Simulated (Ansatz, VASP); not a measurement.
TaN: VASP beside Ansatz

```
CELL_PARAMETERS angstrom
5.18500 0.00000 0.00000
-2.59250 4.49034 0.00000
0.00000 0.00000 2.96616
ATOMIC_POSITIONS crystal
Ta 0.00000 0.00000 0.00000
Ta 0.33333 0.66667 0.50000
Ta 0.66667 0.33333 0.50000
N 0.50000 0.00000 0.00000
N 0.50000 0.50000 0.00000
N 0.00000 0.50000 0.00000
```

Alike in both runs: task single point; functional PBE; k mesh 5 × 5 × 8; occupations fermi-dirac, width 0.05 eV; no spin polarisation.

|  | VASP | Ansatz |
| --- | --- | --- |
| version | VASP 6.6.1 | Ansatz 0.2.0 |
| potentials or method | VASP PAW PBE potentials, release 64 (Ta_pv, N) | Ansatz PAW |
| plane-wave cutoff (eV) | 520 | 420 |
| valence electrons in the cell | 48 | 54 |

|  | VASP | Ansatz | Ansatz less VASP |
| --- | --- | --- | --- |
| gap on the k mesh at the Fermi level (eV) | none | none | - |
| pressure (GPa) | 3.1 | 2.4 | -0.73 |
| traceless stress, the component that is largest in VASP (GPa) | -6.41 | -6.60 | -0.190 |

A gap of «none» marks a metal or a gap that the smearing closes. With one functional, cell and mesh, what is left measures potentials, basis and numerics. VASP's potentials hold 48 valence electrons a cell and Ansatz's 54, so a difference there can come from the potentials and not from the codes.

Neither program's run includes spin-orbit coupling.
